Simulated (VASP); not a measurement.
# CeO2: single point with PBE

Crystal: CeO2.

```
Ce O
1.0
     0.00000    2.70486    2.70486
     2.70486    0.00000    2.70486
     2.70486    2.70486    0.00000
Ce O
1 2
Direct
  0.00000 0.00000 0.00000
  0.25000 0.25000 0.25000
  0.75000 0.75000 0.75000
```

* Program: VASP 6.6.1
* Task: single point
* Functional: PBE
* Potentials or basis: VASP PAW PBE potentials, release 64 (Ce, O)
* Cutoff: 520 eV
* k mesh: 4 × 4 × 4
* Occupations: gaussian, width 0.05 eV
* Spin: no spin polarisation
* Dipole correction: no
* Further INCAR settings: ALGO = Normal; EDIFF = 1e-07; NBANDS = 19

The pressure is 5.5 GPa and the band gap on the k mesh is 1.95 eV (least direct gap 2.06 eV).

Levels at points of the mesh, in eV from the valence-band top:
| k point | band 10 | band 11 | band 12 | band 13 | band 14 | band 15 |
| --- | --- | --- | --- | --- | --- | --- |
| (0.00, 0.00, 0.00) | -0.62 | -0.62 | -0.62 | 2.28 | 2.28 | 2.28 |
| (0.50, 0.00, 0.00) | -1.21 | -0.80 | -0.80 | 1.95 | 2.14 | 2.14 |
| (0.50, 0.50, 0.00) | -0.80 | -0.80 | -0.63 | 1.99 | 2.09 | 2.09 |

Wall time 15 s on 1 thread of Intel(R) Xeon(R) Platinum 8259CL CPU @ 2.50GHz (Skylake/Cascade Lake), with other jobs on the host, peak memory 0.16 GiB.

Caveat: the k points lie up to 0.50 Å⁻¹ apart; spin-orbit coupling is left out, which moves the levels of the heavy elements; semilocal functionals describe open f shells poorly, which spoils levels, moments and volumes. Spin polarisation is off, so any magnetic state and its effect on volume and gap are missing.
